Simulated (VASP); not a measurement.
# TaCuN2 (R-3m) in VASP: further runs

The runs below take TaCuN2 through single point, relaxation of shape and atoms at fixed volume, with LDA.

Program: VASP 6.6.1. These are calculated values, not measurements. Logs are shortened: lines on timing, memory, paths and dates and some standing lists are left out, and cuts for length are marked.

## Step 1: The cell of the first run

The structure is trigonal, space group R-3m (No. 166). Conventional cell: a = 3.050 Å, b = 3.050 Å, c = 17.048 Å, α = 90.00°, β = 90.00°, γ = 120.00°. Within 2.7 Å of Ta (site symmetry -3m) lie 6 N at 2.05 Å. Cu (site symmetry -3m) has 2 N at 1.78 Å within 2.4 Å. Within 2.4 Å of N (site symmetry 3m) lie 1 Cu at 1.78 Å and 3 Ta at 2.05 Å.

## Step 2: Single point, LDA (11.44 Å³/atom)

INCAR

```
SYSTEM = TaCuN2
PREC     = Accurate       ! precision mode
ENCUT    = 820            ! plane-wave cutoff, eV
EDIFF    = 1E-6           ! SCF threshold, eV
ISMEAR   = 0              ! smearing method
SIGMA    = 0.05           ! smearing width, eV
LREAL    = .False.        ! projectors in reciprocal space
LASPH    = .True.         ! aspherical terms in the spheres
NELM     = 120            ! most SCF steps
ALGO     = Normal         ! electronic algorithm
ISIF     = 2              ! what is computed and relaxed
LWAVE    = .False.        ! write WAVECAR
LCHARG   = .True.         ! write CHGCAR
LELF     = .True.         ! ELF
LVHAR    = .True.       
NBANDS   = 29             ! bands
GGA_COMPAT= .False.
```

KPOINTS

```
regular mesh
0
Gamma
  12 12 12
  0 0 0
```

POSCAR

```
TaCuN2
1.0
    1.5249814206      0.8804484337      5.6826055923
   -1.5249814206      0.8804484337      5.6826055923
    0.0000000000     -1.7608968673      5.6826055923
Ta Cu N
1 1 2
Direct
    0.5000000000      0.5000000000      0.5000000000
    0.0000000000      0.0000000000      0.0000000000
    0.1046071747      0.1046071747      0.1046071747
    0.8953928253      0.8953928253      0.8953928253
```

Potentials or basis: VASP PAW LDA potentials, release 64 (Ta_sv_GW, Cu_sv_GW, N).

The run is started by

```
$ cat potpaw_LDA.64/Ta_sv_GW/POTCAR potpaw_LDA.64/Cu_sv_GW/POTCAR potpaw_LDA.64/N/POTCAR > POTCAR
$ mpirun -np 1 vasp_std > vasp.out
```

OUTCAR:

```text
SYSTEM = TaCuN2
   PREC = Accurate
   ENCUT = 820
   EDIFF = 1E-6
   ISMEAR = 0
   LREAL = .False.
   LASPH = .True.
   NELM = 120
   ISIF = 2

 ion  position               nearest neighbor table
   1  0.500  0.500  0.500-   3 2.05   4 2.05   3 2.05   3 2.05   4 2.05   4 2.05
   2  0.000  0.000  0.000-   3 1.78   4 1.78
   3  0.105  0.105  0.105-   2 1.78   1 2.05   1 2.05   1 2.05
   4  0.895  0.895  0.895-   2 1.78   1 2.05   1 2.05   1 2.05

  LATTYP: Found a trigonal (rhomboedric) cell.
 ALAT       =     5.9491818005
 COS(alpha) =     0.8685850968

  Lattice vectors:

 A1 = (   1.5249814206,   0.8804484337,   5.6826055923)
 A2 = (  -1.5249814206,   0.8804484337,   5.6826055923)
 A3 = (   0.0000000000,  -1.7608968673,   5.6826055923)

Analysis of symmetry for initial positions (statically):
=====================================================================
 Subroutine PRICEL returns:
 Original cell was already a primitive cell.

 Routine SETGRP: Setting up the symmetry group for a
 trigonal (rhombohedral) supercell.

 Subroutine GETGRP returns: Found 12 space group operations
 (whereof 12 operations were pure point group operations)
 out of a pool of 12 trial point group operations.

The static configuration has the point symmetry D_3d.

Analysis of symmetry for dynamics (positions and initial velocities):
=====================================================================
 Subroutine PRICEL returns:
 Original cell was already a primitive cell.

 Routine SETGRP: Setting up the symmetry group for a
 trigonal (rhombohedral) supercell.

 Subroutine GETGRP returns: Found 12 space group operations
 (whereof 12 operations were pure point group operations)
 out of a pool of 12 trial point group operations.

The dynamic configuration has the point symmetry D_3d.

 Subroutine INISYM returns: Found 12 space group operations
 (whereof 12 operations are pure point group operations),
 and found     1 'primitive' translations

----------------------------------------------------------------------------------------

                                     Primitive cell

  volume of cell :      45.7791

  direct lattice vectors                    reciprocal lattice vectors
     1.524981421  0.880448434  5.682605592     0.327872847  0.189297476  0.058658538
    -1.524981421  0.880448434  5.682605592    -0.327872847  0.189297476  0.058658538
     0.000000000 -1.760896867  5.682605592     0.000000000 -0.378594953  0.058658538

  length of vectors
     5.949181800  5.949181800  5.949181800     0.383112206  0.383112206  0.383112206

  position of ions in fractional coordinates (direct lattice)
     0.500000000  0.500000000  0.500000000
     0.000000000  0.000000000  0.000000000
     0.104607175  0.104607175  0.104607175
     0.895392825  0.895392825  0.895392825

  ion indices of the primitive-cell ions
   primitive index   ion index
                 1           1
                 2           2
                 3           3
                 4           4

----------------------------------------------------------------------------------------

 KPOINTS: regular mesh

Automatic generation of k-mesh.
 Grid dimensions read from file:
 generate k-points for:   12   12   12

 Generating k-lattice:

  Cartesian coordinates                     Fractional coordinates (reciprocal lattice)
     0.027322737  0.015774790  0.004888211     0.083333333  0.000000000  0.000000000
    -0.027322737  0.015774790  0.004888211     0.000000000  0.083333333  0.000000000
     0.000000000 -0.031549579  0.004888211     0.000000000  0.000000000  0.083333333

  Length of vectors
     0.031926017  0.031926017  0.031926017

  Shift w.r.t. Gamma in fractional coordinates (k-lattice)
     0.000000000  0.000000000  0.000000000

 Subroutine IBZKPT returns following result:
 ===========================================

 Found    189 irreducible k-points:

 Following reciprocal coordinates:
            Coordinates               Weight
  0.000000  0.000000  0.000000      1.000000
  0.083333  0.000000  0.000000      6.000000
  0.166667  0.000000  0.000000      6.000000
  0.250000  0.000000  0.000000      6.000000
  0.333333  0.000000 -0.000000      6.000000
  0.416667 -0.000000 -0.000000      6.000000
[... 16 lines left out ...]
  0.500000  0.166667 -0.000000     12.000000
 -0.416667  0.166667  0.000000     12.000000
 [... further k-points ...]
   k-points           NKPTS =    189   k-points in BZ     NKDIM =    189   number of bands    NBANDS=     29
   number of dos      NEDOS =    301   number of ions     NIONS =      4
   total plane-waves  NPLWV = 175616
   dimension x,y,z NGX =    56 NGY =   56 NGZ =   56
   dimension x,y,z NGXF=   112 NGYF=  112 NGZF=  112
   ions per type =               1   1   2
   NGX,Y,Z   is equivalent  to a cutoff of  15.65, 15.65, 15.65 a.u.
   NGXF,Y,Z  is equivalent  to a cutoff of  31.30, 31.30, 31.30 a.u.
 SYSTEM =  TaCuN2
   PREC   = accura    normal or accurate (medium, high low for compatibility)
   ISTART =      0    job   : 0-new  1-cont  2-samecut
   ICHARG =      2    charge: 1-file 2-atom 10-const
   ISPIN  =      1    spin polarized calculation?
   LNONCOLLINEAR =      F non collinear calculations
   LSORBIT =      F    spin-orbit coupling
   LASPH  =      T    aspherical Exc in radial PAW
   ENCUT  =  820.0 eV  60.27 Ry    7.76 a.u.  13.89 13.89 13.89*2*pi/ulx,y,z
   NELM   =    120;   NELMIN=  2; NELMDL= -5     # of ELM steps
   EDIFF  = 0.1E-05   stopping-criterion for ELM
   LREAL  =      F    real-space projection
   EDIFFG = 0.1E-04   stopping-criterion for IOM
   NSW    =      0    number of steps for IOM
   IBRION =     -1    ionic relax: 0-MD 1-quasi-New 2-CG
   NFREE  =      0    steps in history (QN), initial steepest desc. (CG)
   ISIF   =      2    stress and relaxation
   ISYM   =      2    0-nonsym 1-usesym 2-fastsym
   POTIM  = 0.5000    time-step for ionic-motion
   TEBEG  =    0.0;   TEEND  =   0.0 temperature during run
   PSTRESS=    0.0 pullay stress
   NELECT =      42.0000    total number of electrons
   NUPDOWN=      -1.0000    fix difference up-down
   EMIN   =  10.00;   EMAX   =-10.00  energy-range for DOS
   EFERMI =   0.00;   METHOD = LEGACY
   ISMEAR =     0;   SIGMA  =   0.05  broadening in eV -4-tet -1-fermi 0-gaus
   EFERMI_NEDOS =   21; number of points for ismear=-14 and -15
   IALGO  =     38    algorithm
   IMIX   =      4    mixing-type and parameters
     AMIX     =   0.40;   BMIX     =  1.00
     AMIX_MAG =   1.60;   BMIX_MAG =  1.00
  volume/ion in A,a.u.               =      11.44        77.23
  Fermi-wavevector in a.u.,A,eV,Ry     =   1.590751  3.006083 34.429386  2.530488
  Thomas-Fermi vector in A             =   2.689397
   LORBIT       =      0    0 simple, 1 ext, 2 COOP (PROOUT), +10 PAW based schemes
   GGA     = CA    functional components
   LHFCALC =     F    Hartree Fock is set to
   AEXX    =    0.0000 exact exchange contribution
   IVDW    =     0    specifies the selected vdW correction
   LEPSILON=     F    determine dielectric tensor
   LRPA    =     F    only Hartree local field effects (RPA)
 non-spin polarized calculation
 Gauss-broadening in eV      SIGMA  =   0.05
  energy-cutoff  :      820.00
  volume of cell :       45.78
 maximum number of plane-waves:      2464
   NGX = 27   NGY = 27   NGZ = 27

 number of electron      42.0000002 magnetization

 Free energy of the ion-electron system (eV)
  ---------------------------------------------------
  ext. energy  EPLUGINS =         0.00000000
  ---------------------------------------------------
  free energy    TOTEN  =       -40.83009179 eV

  energy without entropy =      -40.83009057  energy(sigma->0) =      -40.83009118

 E-fermi :   7.7402     XC(G=0): -12.6919

 val. band max:        7.6402403333   @ k =   0.5000   0.5000   0.5000
 cond. band min:       7.8447206709   @ k =   0.5000   0.0000   0.0000
 fundamental gap:      0.2044803376
 Fermi energy:         7.7402435087

 k-point     1 :       0.0000    0.0000    0.0000
  band No.  band energies     occupation
      1    -103.5406      2.00000
      2     -61.7775      2.00000
      3     -61.3788      2.00000
      4     -61.3788      2.00000
      5     -60.6390      2.00000
      6     -27.4992      2.00000
[... 21 lines left out ...]
     28      15.9058      0.00000
     29      17.6954      0.00000

 k-point     2 :       0.0833    0.0000    0.0000
  band No.  band energies     occupation
      1    -103.5405      2.00000
      2     -61.7775      2.00000
      3     -61.3793      2.00000
      4     -61.3789      2.00000
      5     -60.6354      2.00000
      6     -27.4883      2.00000
[... 21 lines left out ...]
     28      16.6680      0.00000
     29      17.7177      0.00000

 k-point     3 :       0.1667    0.0000    0.0000
  band No.  band energies     occupation
      1    -103.5405      2.00000
      2     -61.7773      2.00000
      3     -61.3810      2.00000
      4     -61.3794      2.00000
      5     -60.6258      2.00000
      6     -27.4586      2.00000
[... 21 lines left out ...]
     28      17.5748      0.00000
     29      17.9563      0.00000

 k-point     4 :       0.2500    0.0000    0.0000
  band No.  band energies     occupation
      1    -103.5404      2.00000
      2     -61.7771      2.00000
      3     -61.3833      2.00000
      4     -61.3800      2.00000
      5     -60.6127      2.00000
      6     -27.5411      2.00000
[... 597 lines left out ...]
     28      17.0936      0.00000
     29      17.9366      0.00000

 k-point    23 :       0.5000    0.1667   -0.0000
  band No.  band energies     occupation
      1    -103.5401      2.00000
      2     -61.7767      2.00000
      3     -61.3867      2.00000
      4     -61.3823      2.00000
      5     -60.5863      2.00000
      6     -27.8435      2.00000
[... 21 lines left out ...]
     28      17.0593      0.00000
     29      17.8569      0.00000

 k-point    24 :      -0.4167    0.1667    0.0000
  band No.  band energies     occupation
      1    -103.5401      2.00000
      2     -61.7765      2.00000
      3     -61.3871      2.00000
      4     -61.3826      2.00000
      5     -60.5832      2.00000
      6     -27.8788      2.00000
[... 21 lines left out ...]
     28      16.9683      0.00000
     29      17.9103      0.00000

 [... further k-points ...]

------------------------ aborting loop because EDIFF is reached ----------------------------------------

  FORCE on cell =-STRESS in cart. coord.  units (eV):
  Direction    XX          YY          ZZ          XY          YZ          ZX
  --------------------------------------------------------------------------------------
  -------------------------------------------------------------------------------------
  Total        3.0585353      3.0585353      3.1949659      0.0000000      0.0000000      0.0000000
  in kB      107.0426458    107.0426458    111.8174450      0.0000000      0.0000000      0.0000000
  external PRESSURE =     108.6342456 kB  Pullay stress =       0.0000000 kB

 VOLUME and BASIS-vectors are now :
 -----------------------------------------------------------------------------
  energy-cutoff  :      820.00
  volume of cell :       45.78
      direct lattice vectors                 reciprocal lattice vectors
     1.524981421  0.880448434  5.682605592     0.327872847  0.189297476  0.058658538
    -1.524981421  0.880448434  5.682605592    -0.327872847  0.189297476  0.058658538
     0.000000000 -1.760896867  5.682605592     0.000000000 -0.378594953  0.058658538

 POSITION                                       TOTAL-FORCE (eV/Angst)
 -----------------------------------------------------------------------------------
      0.00000      0.00000      8.52391         0.000000      0.000000      0.000000
      0.00000      0.00000      0.00000        -0.000000      0.000000      0.000000
      0.00000      0.00000      1.78332         0.000000     -0.000000     -0.007345
      0.00000      0.00000     15.26449         0.000000      0.000000      0.007345
 -----------------------------------------------------------------------------------
    total drift:                               -0.000000     -0.000000      0.000000

  FREE ENERGIE OF THE ION-ELECTRON SYSTEM (eV)
  ---------------------------------------------------
  free  energy   TOTEN  =       -40.8300917915 eV

  energy  without entropy=      -40.8300905692  energy(sigma->0) =      -40.83009118
```

Wall time 25 min (1 thread of Intel Xeon Platinum 8375C at 2.90GHz (Ice Lake), shared host); peak memory 0.81 GiB.

What came out:

```
Free energy            : -40.8301 eV
Pressure               : 10.9 GPa
Largest force          : 0.007 eV/Å
Band gap on the k mesh : 0.20 eV (least direct gap 0.67 eV)
```

Forces in eV/Å, atoms in the order of the input:
```
Ta   0.000  0.000  0.000
Cu   0.000  0.000  0.000
N    0.000  0.000 -0.007
N    0.000  0.000  0.007
```

Levels at points of the mesh, in eV from the valence-band top:
```
           k point  band 17  band 18  band 19  band 20  band 21  band 22  band 23  band 24  band 25  band 26
(0.00, 0.00, 0.00)    -2.30    -2.10    -2.10    -1.15    -1.15     1.27     1.27     1.45     4.93     7.73
(0.50, 0.00, 0.00)    -2.92    -1.73    -1.13    -0.60    -0.47     0.20     3.41     3.78     3.96     6.81
(0.50, 0.50, 0.00)    -2.38    -2.10    -1.85    -1.73    -1.08     1.14     3.24     3.74     3.79     7.24
(0.50, 0.50, 0.50)    -3.12    -2.29    -2.29     0.00     0.00     1.18     1.18     3.08     4.99     7.21
```

Caveat: the cell stands under pressure; spin-orbit coupling is left out, which moves the levels of the heavy elements.

## Step 3: Relaxation of shape and atoms at fixed volume, LDA (12.40 Å³/atom)

This run uses another cell than the first one, of 12.40 Å³/atom.

INCAR

```
SYSTEM = TaCuN2
PREC = Accurate
ENCUT = 600
EDIFF = 1E-7
ISMEAR = 0
SIGMA = 0.05
LREAL = .False.
LASPH = .True.
NELM = 80
ALGO = Normal
ISIF = 4
LWAVE = .False.
LCHARG = .False.
IBRION = 2
NSW = 60
EDIFFG = -0.01
```

KPOINTS is that of step 2.

POSCAR

```
TaCuN2
1.0
    1.5728654791      0.9080943076      5.7870277411
   -1.5728654791      0.9080943076      5.7870277411
    0.0000000000     -1.8161886156      5.7870277410
Ta Cu N
1 1 2
Direct
    0.5000000000      0.5000000000      0.5000000000
    0.0000000000      0.0000000000      0.0000000000
    0.1056388804      0.1056388804      0.1056388804
    0.8943611196      0.8943611196      0.8943611196
```

Potentials or basis: VASP PAW LDA potentials, release 64 (Ta_pv, Cu, N).

The run is started by

```
$ cat potpaw_LDA.64/Ta_pv/POTCAR potpaw_LDA.64/Cu/POTCAR potpaw_LDA.64/N/POTCAR > POTCAR
$ mpirun -np 1 vasp_std > vasp.out
```

It took 33 min on 1 thread of AMD EPYC 9R14 (Zen 4), shared host; peak memory 0.44 GiB.

It converged, with:

```
Free energy               : -38.1829 eV
Energy gained by relaxing : 0.1 meV/atom
Ionic steps               : 4
Pressure after relaxing   : -7.3 GPa
Band gap on the k mesh    : 0.39 eV (least direct gap 0.84 eV)
```

Stress tensor (GPa, compression positive):
```
-7.29  0.00  0.00
 0.00 -7.29  0.00
 0.00  0.00 -7.21
```

The path:
```csv
step,energy change (eV),largest force (eV/Å),pressure (GPa),volume (Å³)
1,0.0000,0.1115,-7.50,49.59
2,-0.0004,0.0469,-7.25,49.59
3,-0.0004,0.0050,-7.34,49.59
4,-0.0005,0.0017,-7.27,49.59
```

Final structure:
```cif
data_structure
_symmetry_space_group_name_H-M 'P 1'
_symmetry_Int_Tables_number 1
_cell_length_a 6.0582
_cell_length_b 6.0582
_cell_length_c 6.0582
_cell_angle_alpha 30.117
_cell_angle_beta 30.117
_cell_angle_gamma 30.117
_cell_volume 49.59
loop_
_atom_site_label
_atom_site_type_symbol
_atom_site_fract_x
_atom_site_fract_y
_atom_site_fract_z
_atom_site_occupancy
Ta1 Ta 0.50000 0.50000 0.50000 1
Cu1 Cu 0.00000 0.00000 0.00000 1
N1 N 0.10589 0.10589 0.10589 1
N2 N 0.89411 0.89411 0.89411 1
```

Levels at points of the mesh, in eV from the valence-band top:
```tsv
k point	band 14	band 15	band 16	band 17	band 18	band 19
(0.00, 0.00, 0.00)	-1.89	-1.04	-1.04	1.14	1.14	1.51
(0.50, 0.00, 0.00)	-1.06	-0.64	-0.44	0.39	3.04	3.26
(0.50, 0.50, 0.00)	-1.67	-1.58	-0.99	1.15	3.15	3.27
(0.50, 0.50, 0.50)	-2.05	0.00	0.00	1.07	1.07	2.80
```

Caveat: spin-orbit coupling is left out, which moves the levels of the heavy elements. A k mesh can miss the band edges.
